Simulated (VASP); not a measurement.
# Cd in VASP: single point with r2SCAN

Aim: the single point of Cd with r2SCAN.

Program: VASP 6.6.1. These are calculated values, not measurements. Logs are shortened: lines on timing, memory, paths and dates and some standing lists are left out, and cuts for length are marked.

## Step 1: The cell of the first run

The typed cell holds 1 atom: a = 3.179 Å, b = 3.179 Å, c = 3.179 Å, α = 120.00°, β = 120.00°, γ = 90.01°.

This isn't the form of Cd at room conditions, which is hcp.

## Step 2: Single point, r2SCAN

Input file POSCAR:

```
Cd
1.0
   -1.5897302090      1.5897302090      2.2478785156
    1.5897302090     -1.5897302090      2.2478785156
    1.5897302090      1.5897302090     -2.2478785156
Cd
1
Direct
    0.0000000000      0.0000000000      0.0000000000
```

Input file INCAR.step1:

```
PREC = Accurate ; ENCUT = 520
ISMEAR = 0 ; SIGMA = 0.15
LREAL = F ; LASPH = T
NELM = 80 ; NBANDS = 12
GGA = PE ; ALGO = Normal
EDIFF = 1E-4 ; LWAVE = T
LCHARG = F
```

Input file INCAR.step2:

```
PREC = Accurate ; ENCUT = 520
EDIFF = 1E-6 ; ISMEAR = 0
SIGMA = 0.15 ; LREAL = F
LASPH = T ; NELM = 80
ALGO = Normal ; ISIF = 2
LWAVE = F ; LCHARG = F
METAGGA = R2SCAN ; LMIXTAU = T
NBANDS = 12 ; ISTART = 1
```

Input file KPOINTS:

```
regular mesh
0
Gamma
  20 20 20
```

Potentials or basis: VASP PAW PBE potentials, release 64 (Cd).

On the command line:

```
$ cat potpaw_PBE.64/Cd/POTCAR > POTCAR
$ cp INCAR.step1 INCAR
$ mpirun -np 1 vasp_std > vasp.out
$ cp INCAR.step2 INCAR
$ mpirun -np 1 vasp_std > vasp.out
```

OUTCAR:

```text
PREC = Accurate
   ENCUT = 520
   EDIFF = 1E-6
   ISMEAR = 0
   LREAL = F
   LASPH = T
   NELM = 80
   ISIF = 2
   METAGGA = R2SCAN
   ISTART = 1

 ion  position               nearest neighbor table
   1  0.000  0.000  0.000-

  LATTYP: Found a body centered tetragonal cell.
 ALAT       =     3.1794604180
 C/A-ratio  =     1.4140000000

  Lattice vectors:

 A1 = (  -1.5897302090,   1.5897302090,   2.2478785156)
 A2 = (   1.5897302090,  -1.5897302090,   2.2478785156)
 A3 = (   1.5897302090,   1.5897302090,  -2.2478785156)

Analysis of symmetry for initial positions (statically):
=====================================================================
 Subroutine PRICEL returns:
 Original cell was already a primitive cell.

 Routine SETGRP: Setting up the symmetry group for a
 body centered tetragonal supercell.

 Subroutine GETGRP returns: Found 16 space group operations
 (whereof 16 operations were pure point group operations)
 out of a pool of 16 trial point group operations.

The static configuration has the point symmetry D_4h.

Analysis of symmetry for dynamics (positions and initial velocities):
=====================================================================
 Subroutine PRICEL returns:
 Original cell was already a primitive cell.

 Routine SETGRP: Setting up the symmetry group for a
 body centered tetragonal supercell.

 Subroutine GETGRP returns: Found 16 space group operations
 (whereof 16 operations were pure point group operations)
 out of a pool of 16 trial point group operations.

The dynamic configuration has the point symmetry D_4h.

 Subroutine INISYM returns: Found 16 space group operations
 (whereof 16 operations are pure point group operations),
 and found     1 'primitive' translations

----------------------------------------------------------------------------------------

                                     Primitive cell

  volume of cell :      22.7237

  direct lattice vectors                    reciprocal lattice vectors
    -1.589730209  1.589730209  2.247878516     0.000000000  0.314518776  0.222431949
     1.589730209 -1.589730209  2.247878516     0.314518776  0.000000000  0.222431949
     1.589730209  1.589730209 -2.247878516     0.314518776  0.314518776  0.000000000

  length of vectors
     3.179220360  3.179220360  3.179220360     0.385224652  0.385224652  0.444796719

  position of ions in fractional coordinates (direct lattice)
     0.000000000  0.000000000  0.000000000

  ion indices of the primitive-cell ions
   primitive index   ion index
                 1           1

----------------------------------------------------------------------------------------

 KPOINTS: regular mesh

Automatic generation of k-mesh.
 Grid dimensions read from file:
 generate k-points for:   20   20   20

 Generating k-lattice:

  Cartesian coordinates                     Fractional coordinates (reciprocal lattice)
     0.000000000  0.015725939  0.011121597     0.050000000  0.000000000 -0.000000000
     0.015725939  0.000000000  0.011121597     0.000000000  0.050000000 -0.000000000
     0.015725939  0.015725939  0.000000000     0.000000000  0.000000000  0.050000000

  Length of vectors
     0.019261233  0.019261233  0.022239836

  Shift w.r.t. Gamma in fractional coordinates (k-lattice)
     0.000000000  0.000000000  0.000000000

 Subroutine IBZKPT returns following result:
 ===========================================

 Found    641 irreducible k-points:

 Following reciprocal coordinates:
            Coordinates               Weight
  0.000000  0.000000  0.000000      1.000000
  0.050000  0.000000 -0.000000      8.000000
  0.100000  0.000000  0.000000      8.000000
  0.150000 -0.000000  0.000000      8.000000
  0.200000  0.000000  0.000000      8.000000
  0.250000  0.000000  0.000000      8.000000
[... 16 lines left out ...]
 -0.400000  0.050000 -0.000000     16.000000
 -0.350000  0.050000 -0.000000     16.000000
 [... further k-points ...]
   k-points           NKPTS =    641   k-points in BZ     NKDIM =    641   number of bands    NBANDS=     12
   number of dos      NEDOS =    301   number of ions     NIONS =      1
   total plane-waves  NPLWV =  13824
   dimension x,y,z NGX =    24 NGY =   24 NGZ =   24
   dimension x,y,z NGXF=    48 NGYF=   48 NGZF=   48
   ions per type =               1
   NGX,Y,Z   is equivalent  to a cutoff of  12.55, 12.55, 12.55 a.u.
   NGXF,Y,Z  is equivalent  to a cutoff of  25.10, 25.10, 25.10 a.u.
 SYSTEM =  unknown system
   PREC   = accura    normal or accurate (medium, high low for compatibility)
   ISTART =      1    job   : 0-new  1-cont  2-samecut
   ICHARG =      0    charge: 1-file 2-atom 10-const
   ISPIN  =      1    spin polarized calculation?
   LNONCOLLINEAR =      F non collinear calculations
   LSORBIT =      F    spin-orbit coupling
   LASPH  =      T    aspherical Exc in radial PAW
   ENCUT  =  520.0 eV  38.22 Ry    6.18 a.u.   5.91  5.91  5.91*2*pi/ulx,y,z
   NELM   =     80;   NELMIN=  2; NELMDL=  0     # of ELM steps
   EDIFF  = 0.1E-05   stopping-criterion for ELM
   LREAL  =      F    real-space projection
   EDIFFG = 0.1E-04   stopping-criterion for IOM
   NSW    =      0    number of steps for IOM
   IBRION =     -1    ionic relax: 0-MD 1-quasi-New 2-CG
   NFREE  =      0    steps in history (QN), initial steepest desc. (CG)
   ISIF   =      2    stress and relaxation
   ISYM   =      2    0-nonsym 1-usesym 2-fastsym
   POTIM  = 0.5000    time-step for ionic-motion
   TEBEG  =    0.0;   TEEND  =   0.0 temperature during run
   PSTRESS=    0.0 pullay stress
   NELECT =      12.0000    total number of electrons
   NUPDOWN=      -1.0000    fix difference up-down
   EMIN   =  10.00;   EMAX   =-10.00  energy-range for DOS
   EFERMI =   0.00;   METHOD = LEGACY
   ISMEAR =     0;   SIGMA  =   0.15  broadening in eV -4-tet -1-fermi 0-gaus
   EFERMI_NEDOS =   21; number of points for ismear=-14 and -15
   IALGO  =     38    algorithm
   IMIX   =      4    mixing-type and parameters
     AMIX     =   0.40;   BMIX     =  1.00
     AMIX_MAG =   1.60;   BMIX_MAG =  1.00
  volume/ion in A,a.u.               =      22.72       153.35
  Fermi-wavevector in a.u.,A,eV,Ry     =   1.323250  2.500581 23.823686  1.750992
  Thomas-Fermi vector in A             =   2.452872
   LORBIT       =      0    0 simple, 1 ext, 2 COOP (PROOUT), +10 PAW based schemes
   METAGGA = R2SCAN    functional components
   LHFCALC =     F    Hartree Fock is set to
   AEXX    =    0.0000 exact exchange contribution
   IVDW    =     0    specifies the selected vdW correction
   LEPSILON=     F    determine dielectric tensor
   LRPA    =     F    only Hartree local field effects (RPA)
 non-spin polarized calculation
 Gauss-broadening in eV      SIGMA  =   0.15
  energy-cutoff  :      520.00
  volume of cell :       22.72
 maximum number of plane-waves:       624
   NGX = 11   NGY = 11   NGZ = 11

 number of electron      11.9999992 magnetization

 Free energy of the ion-electron system (eV)
  ---------------------------------------------------
  ext. energy  EPLUGINS =         0.00000000
  ---------------------------------------------------
  free energy    TOTEN  =       -20.07401714 eV

  energy without entropy =      -20.07089958  energy(sigma->0) =      -20.07245836

 E-fermi :   2.5284     XC(G=0): -11.5287

 val. band max:        2.4933359694   @ k =  -0.4500  -0.4500   0.2500
 cond. band min:       2.5696853569   @ k =   0.4000   0.2000   0.0000
 fundamental gap:      0.0763493875
 Fermi energy:         2.5284331756

 k-point     1 :       0.0000    0.0000    0.0000
  band No.  band energies     occupation
      1      -6.9660      2.00000
      2      -6.9660      2.00000
      3      -6.9655      2.00000
      4      -6.5434      2.00000
      5      -6.5430      2.00000
      6      -6.3216      2.00000
      7      16.7891      0.00000
      8      17.8050      0.00000
      9      17.8052      0.00000
     10      17.8052      0.00000
     11      21.0315      0.00000
     12      21.0317      0.00000

 k-point     2 :       0.0500    0.0000   -0.0000
  band No.  band energies     occupation
      1      -6.9718      2.00000
      2      -6.9558      2.00000
      3      -6.9555      2.00000
      4      -6.5459      2.00000
      5      -6.5455      2.00000
      6      -6.2561      2.00000
      7      16.3857      0.00000
      8      17.1882      0.00000
      9      17.6802      0.00000
     10      17.6803      0.00000
     11      21.2393      0.00000
     12      21.2396      0.00000

 k-point     3 :       0.1000    0.0000    0.0000
  band No.  band energies     occupation
      1      -6.9957      2.00000
      2      -6.9287      2.00000
      3      -6.9284      2.00000
      4      -6.5506      2.00000
      5      -6.5502      2.00000
      6      -6.0525      2.00000
      7      14.6932      0.00000
      8      17.0388      0.00000
      9      17.3772      0.00000
     10      17.3775      0.00000
     11      21.7770      0.00000
     12      21.7773      0.00000

 k-point     4 :       0.1500   -0.0000    0.0000
  band No.  band energies     occupation
      1      -7.0425      2.00000
      2      -6.8954      2.00000
      3      -6.8951      2.00000
      4      -6.5480      2.00000
      5      -6.5477      2.00000
      6      -5.7024      2.00000
      7      12.7370      0.00000
      8      17.0071      0.00000
      9      17.0077      0.00000
     10      17.0107      0.00000
     11      21.5677      0.00000
     12      22.3476      0.00000

 k-point     5 :       0.2000    0.0000    0.0000
  band No.  band energies     occupation
      1      -7.1078      2.00000
      2      -6.8731      2.00000
      3      -6.8728      2.00000
      4      -6.5237      2.00000
      5      -6.5234      2.00000
      6      -5.2054      2.00000
      7      10.7808      0.00000
      8      16.6336      0.00000
      9      16.6348      0.00000
     10      16.9398      0.00000
     11      21.2719      0.00000
     12      21.8431      0.00000
[... 228 lines left out ...]
      1      -7.4069      2.00000
      2      -6.9709      2.00000
      3      -6.9451      2.00000
      4      -6.2264      2.00000
      5      -6.1897      2.00000
      6       0.1519      2.00000
      7       1.3660      2.00000
      8      14.7279      0.00000
      9      14.9872      0.00000
     10      15.8020      0.00000
     11      19.5503      0.00000
     12      19.7299      0.00000

 k-point    22 :      -0.4500    0.0500    0.0000
  band No.  band energies     occupation
      1      -7.3884      2.00000
      2      -6.9628      2.00000
      3      -6.9337      2.00000
      4      -6.2659      2.00000
      5      -6.2009      2.00000
      6      -1.0022      2.00000
      7       2.7172      0.07512
      8      14.8322      0.00000
      9      15.0953      0.00000
     10      15.7931      0.00000
     11      19.7036      0.00000
     12      19.8636      0.00000

 k-point    23 :      -0.4000    0.0500   -0.0000
  band No.  band energies     occupation
      1      -7.3487      2.00000
      2      -6.9439      2.00000
      3      -6.9133      2.00000
      4      -6.3304      2.00000
      5      -6.2408      2.00000
      6      -2.1211      2.00000
      7       4.2690      0.00000
      8      14.7973      0.00000
      9      15.4802      0.00000
     10      15.9703      0.00000
     11      19.7231      0.00000
     12      20.2952      0.00000

 k-point    24 :      -0.3500    0.0500   -0.0000
  band No.  band energies     occupation
      1      -7.2918      2.00000
      2      -6.9174      2.00000
      3      -6.8881      2.00000
      4      -6.4109      2.00000
      5      -6.3027      2.00000
      6      -3.1215      2.00000
      7       5.9358      0.00000
      8      14.8764      0.00000
      9      15.7243      0.00000
     10      16.4640      0.00000
     11      19.7599      0.00000
     12      20.8428      0.00000

 [... further k-points ...]

------------------------ aborting loop because EDIFF is reached ----------------------------------------

  FORCE on cell =-STRESS in cart. coord.  units (eV):
  Direction    XX          YY          ZZ          XY          YZ          ZX
  --------------------------------------------------------------------------------------
  -------------------------------------------------------------------------------------
  Total       -0.2762766     -0.2762766     -0.2752917      0.0000000     -0.0000000      0.0000000
  in kB      -19.4793726    -19.4793726    -19.4099311      0.0000000     -0.0000000      0.0000000
  external PRESSURE =     -19.4562254 kB  Pullay stress =       0.0000000 kB

 VOLUME and BASIS-vectors are now :
 -----------------------------------------------------------------------------
  energy-cutoff  :      520.00
  volume of cell :       22.72
      direct lattice vectors                 reciprocal lattice vectors
    -1.589730209  1.589730209  2.247878516     0.000000000  0.314518776  0.222431949
     1.589730209 -1.589730209  2.247878516     0.314518776  0.000000000  0.222431949
     1.589730209  1.589730209 -2.247878516     0.314518776  0.314518776  0.000000000

 POSITION                                       TOTAL-FORCE (eV/Angst)
 -----------------------------------------------------------------------------------
      0.00000      0.00000      0.00000         0.000000      0.000000     -0.000000
 -----------------------------------------------------------------------------------
    total drift:                                0.000000      0.000000      0.000000

  FREE ENERGIE OF THE ION-ELECTRON SYSTEM (eV)
  ---------------------------------------------------
  free  energy   TOTEN  =       -20.0740171370 eV

  energy  without entropy=      -20.0708995753  energy(sigma->0) =      -20.07245836
```

It took 6 min on 1 thread of Intel Xeon Platinum 8259CL at 2.50GHz (Skylake/Cascade Lake), shared host; peak memory 0.28 GiB.

What came out:

```yaml
Free_energy: -20.0740 eV
Pressure: -1.9 GPa
Band_gap_on_the_k_mesh: zero (bands 6 and 7 overlap by 3.49 eV)
```

Caveat: the PAW data sets were made with another functional, which shifts forces and pressure a little.

The gap in the log of VASP goes by the Fermi energy; the results here count the filled bands.